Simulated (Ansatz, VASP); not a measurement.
**Cs2Mo2PbO8 in VASP and in Ansatz**

```xyz
13
Lattice="3.0843 1.7807 7.6434 -3.0843 1.7807 7.6434 0.0000 -3.5615 7.6434" Properties=species:S:1:pos:R:3 pbc="T T T"
Cs    0.0000    0.0000   18.4985
Cs    0.0000    0.0000    4.4317
Pb    3.0843    1.7807    7.6434
Mo    0.0000    0.0000   13.9653
Mo    0.0000    0.0000    8.9648
O     0.0000    0.0000   15.7089
O     0.0000    0.0000    7.2212
O    -1.4723   -0.8500   13.3984
O     0.0000    1.7001   13.3984
O     1.4723   -0.8500   13.3984
O     1.4723    0.8500    9.5317
O    -1.4723    0.8500    9.5317
O     0.0000   -1.7001    9.5317
```

Alike in both runs: functional PBE; dispersion D3(BJ); k mesh 6 × 6 × 6; occupations gaussian, width 0.02 eV; no spin polarisation.

Ansatz relaxed the structure, and its values are those at the end. VASP's run is a single point on that final structure, the one shown.

|  | VASP | Ansatz |
| --- | --- | --- |
| version | VASP 6.6.1 | Ansatz 0.2.0 |
| potentials or method | VASP PAW PBE potentials, release 64 (Cs_sv, Pb_d, Mo_sv, O), cutoff 520 eV | scalar-relativistic, plane waves, PAW |
| valence electrons in the cell | 108 | 108 |

Ansatz gave:

| Property | Result |
| --- | --- |
| gap on the k mesh at the Fermi level (eV) | 3.55 |
| least direct gap on the mesh (eV) | 3.55 |
| pressure (GPa) | 0.0 |
| rms of the force components (eV/Å) | 0.000 |

**Question.** Estimate VASP's values.

**Answer.** gap on the k mesh at the Fermi level (eV): 3.54; least direct gap on the mesh (eV): 3.54; pressure (GPa): 0.2; rms of the force components (eV/Å): 0.040.

Spin-orbit coupling is off throughout.
